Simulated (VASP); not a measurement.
Write the native input for VASP 6.6.1 that does the following.

- Task: single point
- Functional: PBE
- Potentials or basis: VASP PAW PBE potentials, release 64 (Sr_sv)
- Cutoff: 520 eV
- k mesh: 3 × 3 × 4
- Occupations: gaussian, width 0.1 eV
- Spin: no spin polarisation
- Dipole correction: no
- Further INCAR settings: ALGO = Fast; EDIFF = 1e-06; NBANDS = 22

The structure of Sr lies in POSCAR:

```
Sr
1.0
    7.0659524677      0.0000000000      0.0000000000
   -3.5329762338      6.1192943389      0.0000000000
    0.0000000000      0.0000000000      3.8166326050
Sr
3
Direct
    0.0000000000      0.6657832900      0.0000000000
    0.3342167100      0.3342167100      0.0000000000
    0.6657832900      0.0000000000      0.0000000000
```

This isn't the form of Sr at room conditions, which is fcc.

The input as run:

INCAR

```
SYSTEM = Sr
  ALGO = Fast
  EDIFF = 1E-6
  ENCUT = 520
  GGA = PE
  ISIF = 2
  ISMEAR = 0
  LASPH = .True.
  LCHARG = .True.
  LELF = .True.
  LREAL = .False.
  LVHAR = .True.
  LWAVE = .False.
  NBANDS = 22
  NELM = 60
  PREC = Accurate
  SIGMA = 0.1
```

KPOINTS

```
k-points
0
Gamma
  3 3 4
  0 0 0
```

Potentials or basis: VASP PAW PBE potentials, release 64 (Sr_sv).

Launch:

```bash
$ cat potpaw_PBE.64/Sr_sv/POTCAR > POTCAR
$ mpirun -np 1 vasp_std > vasp.out
```

Results of the run:

The pressure is -0.1 GPa. The largest force is 0.015 eV/Å and the band gap on the k mesh is zero (bands 15 and 16 overlap by 0.66 eV).

Caveat: the k points lie up to 0.41 Å⁻¹ apart, too coarse for converged energies and pressures of a metal.

Run time: 88 s on 1 thread of AMD EPYC 7R13 (shared host), peak memory 0.24 GiB.
